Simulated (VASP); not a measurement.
# Ga2O3 (Cm) in VASP: further runs, part 4 of 4

VASP 6.6.1. Earlier steps stand in the parts before.

### Step 6. Single point, r2SCAN (atom 9 (O) moved +0.200 Å towards its neighbour atom 10 (O) at 2.811 Å)

Input file POSCAR:

```
Ga2O3
1.0
    6.1278415757     -1.5195305764      0.0025325578
    6.1278415757      1.5195305764      0.0025325578
   -1.3883852660      0.0000000000      5.6399772456
Ga O
4 6
Direct
    0.0905209738      0.0905209738      0.7947888382
    0.9094790262      0.9094790262      0.2052111618
    0.6587278752      0.6587278752      0.3144766576
    0.3412721248      0.3412721248      0.6855233424
    0.1642143310      0.1642143310      0.1091577328
    0.8357856690      0.8357856690      0.8908422672
    0.1733419983      0.1733419983      0.5635248269
    0.8266580017      0.8266580017      0.4364751731
    0.4968136885      0.4968136885      0.2909196279
    0.5037148571      0.5037148571      0.7437626390
```

Input file INCAR.step1:

```
PREC = Accurate
ENCUT = 520
ISMEAR = 0
SIGMA = 0.05
LREAL = F
LASPH = T
NELM = 60
NBANDS = 55
GGA = PE
ALGO = Normal
EDIFF = 1E-4
LWAVE = T
LCHARG = F
```

Input file INCAR.step2:

```
PREC = Accurate
ENCUT = 520
EDIFF = 1E-6
ISMEAR = 0
SIGMA = 0.05
LREAL = F
LASPH = T
NELM = 60
ALGO = Normal
ISIF = 2
LWAVE = F
LCHARG = F
METAGGA = R2SCAN
LMIXTAU = T
NBANDS = 55
ISTART = 1
```

Input file KPOINTS:

```
Automatic mesh
0
Gamma
  8 8 4
```

Potentials or basis: VASP PAW PBE potentials, release 64 (Ga_d, O).

The run is started by

```bash
> cat potpaw_PBE.64/Ga_d/POTCAR potpaw_PBE.64/O/POTCAR > POTCAR
> cp INCAR.step1 INCAR
> mpirun -np 1 vasp_std > vasp.out
> cp INCAR.step2 INCAR
> mpirun -np 1 vasp_std > vasp.out
```

Run time: 78 min. Hardware: 1 thread of Oxide Virtual Turin-like, shared host; peak memory 0.53 GiB.

Results (log left out):

| Item | Value |
| --- | --- |
| Free energy | -102.3302 eV |
| Pressure | 1.4 GPa |
| Largest force | 1.183 eV/Å |
| Band gap on the k mesh | 2.91 eV |

Forces on the atoms (eV/Å):
```
Ga   0.016  0.000 -0.270
Ga   0.211  0.000  0.384
Ga  -0.137  0.000  0.304
Ga   0.052  0.000 -0.363
O   -0.126  0.000  0.047
O    0.081  0.000  0.280
O    0.211  0.000  0.134
O   -0.310  0.000  0.107
O    0.222  0.000 -1.162
O   -0.219  0.000  0.540
```

Stress tensor (GPa, compression positive):
```
 0.83  0.00 -0.58
 0.00  1.29  0.00
-0.58  0.00  2.06
```

Levels at points of the mesh, in eV from the valence-band top:
```tsv
k point	band 42	band 43	band 44	band 45	band 46	band 47
(0.00, 0.00, 0.00)	-0.60	-0.42	0.00	2.91	6.15	7.33
(0.50, 0.00, 0.00)	-0.84	-0.55	-0.08	6.25	7.17	7.80
(0.50, 0.50, 0.00)	-0.71	-0.55	-0.13	5.04	5.30	6.44
(0.00, 0.00, 0.50)	-0.59	-0.56	-0.48	5.35	5.39	7.15
(0.50, 0.00, 0.50)	-1.15	-0.94	-0.52	7.56	7.63	8.22
(0.50, 0.50, 0.50)	-0.72	-0.67	0.00	5.64	5.86	7.05
```

Caveat: the cell differs from its parent crystal (atom 9 (O) moved +0.200 Å towards its neighbour atom 10 (O) at 2.811 Å); the PAW data sets were made with another functional, which shifts forces and pressure a little. A k mesh can miss the band edges.

### Step 7. Single point, r2SCAN (atom 9 (O) moved +0.120 Å towards its neighbour atom 10 (O) at 2.811 Å)

Changes to POSCAR since step 6:

```diff
@@ -16,3 +16,3 @@
     0.8266580017      0.8266580017      0.4364751731
-    0.4968136885      0.4968136885      0.2909196279
+    0.4966022702      0.4966022702      0.2770467212
     0.5037148571      0.5037148571      0.7437626390
```

Input file INCAR.step1:

```
SYSTEM = Ga2O3
ALGO = Normal
EDIFF = 1E-4
ENCUT = 520
GGA = PE
ISMEAR = 0
LASPH = .TRUE.
LCHARG = .FALSE.
LREAL = .FALSE.
LWAVE = .TRUE.
NBANDS = 55
NELM = 80
PREC = Accurate
SIGMA = 0.05
```

Input file INCAR.step2:

```
SYSTEM = Ga2O3
ALGO = Normal
EDIFF = 1E-6
ENCUT = 520
ISIF = 2
ISMEAR = 0
ISTART = 1
LASPH = .TRUE.
LCHARG = .FALSE.
LMIXTAU = .TRUE.
LREAL = .FALSE.
LWAVE = .FALSE.
METAGGA = R2SCAN
NBANDS = 55
NELM = 80
PREC = Accurate
SIGMA = 0.05
```

Input file KPOINTS:

```
k-points
0
G
  8 8 4
  0 0 0
```

The run is started by

```bash
> cat potpaw_PBE.64/Ga_d/POTCAR potpaw_PBE.64/O/POTCAR > POTCAR
> cp INCAR.step1 INCAR
> mpirun -np 1 vasp_std > vasp.out
> cp INCAR.step2 INCAR
> mpirun -np 1 vasp_std > vasp.out
```

It took 67 min on 1 thread of Oxide Virtual Turin-like, shared host; peak memory 0.53 GiB.

It converged, with:

* Free energy: -102.4037 eV
* Pressure: 1.6 GPa
* Largest force: 0.665 eV/Å
* Band gap on the k mesh: 2.97 eV (least direct gap 2.98 eV)

Forces on the atoms (eV/Å):
```
Ga   0.021  0.000 -0.164
Ga   0.095  0.000  0.207
Ga  -0.073  0.000  0.201
Ga   0.034  0.000 -0.241
O   -0.054  0.000  0.039
O    0.029  0.000  0.158
O    0.136  0.000  0.058
O   -0.196  0.000  0.087
O    0.170  0.000 -0.643
O   -0.161  0.000  0.297
```

Stress tensor (GPa, compression positive):
```
 1.21  0.00 -0.31
 0.00  1.65  0.00
-0.31  0.00  1.90
```

Levels at points of the mesh, in eV from the valence-band top:
| k point | band 40 | band 41 | band 42 | band 43 | band 44 | band 45 | band 46 | band 47 | band 48 | band 49 |
| --- | --- | --- | --- | --- | --- | --- | --- | --- | --- | --- |
| (0.00, 0.00, 0.00) | -0.72 | -0.66 | -0.54 | -0.36 | -0.01 | 2.97 | 6.26 | 7.39 | 7.50 | 8.56 |
| (0.50, 0.00, 0.00) | -1.34 | -0.80 | -0.79 | -0.51 | -0.11 | 6.30 | 7.23 | 7.92 | 8.19 | 8.71 |
| (0.50, 0.50, 0.00) | -1.16 | -0.72 | -0.69 | -0.49 | -0.15 | 5.10 | 5.37 | 6.49 | 7.30 | 8.77 |
| (0.00, 0.00, 0.50) | -1.43 | -0.62 | -0.58 | -0.54 | -0.41 | 5.40 | 5.44 | 7.30 | 7.99 | 8.48 |
| (0.50, 0.00, 0.50) | -1.25 | -1.20 | -1.10 | -0.85 | -0.59 | 7.60 | 7.67 | 8.41 | 8.84 | 9.13 |
| (0.50, 0.50, 0.50) | -0.72 | -0.69 | -0.68 | -0.63 | 0.00 | 5.75 | 5.91 | 7.03 | 7.20 | 7.69 |

Caveat: the cell differs from its parent crystal (atom 9 (O) moved +0.120 Å towards its neighbour atom 10 (O) at 2.811 Å); the PAW data sets were made with another functional, which shifts forces and pressure a little. A k mesh can miss the band edges.

### Step 8. Summary

```csv
cell,gap on the mesh (eV),pressure (GPa),largest force (eV/Å)
"as given, atomic positions A",3.01,1.9,0.24
"as given, atomic positions B",3.00,1.9,0.64
"as given, atomic positions C",2.99,1.7,0.43
"as given, atomic positions D",2.94,1.5,0.92
"as given, atomic positions E",2.91,1.4,1.18
"as given, atomic positions F",2.97,1.6,0.67
```

Alike in all rows: task single point; level r2SCAN; potentials or basis VASP PAW PBE potentials, release 64 (Ga_d, O); no spin polarisation; k mesh 8 × 8 × 4; cutoff (eV) 520; smearing gaussian 0.05 eV.

Caveats: the PAW data sets were made with another functional, which shifts forces and pressure a little.

Total energies depend on the potentials used, so only differences within one code and one set of settings carry meaning.
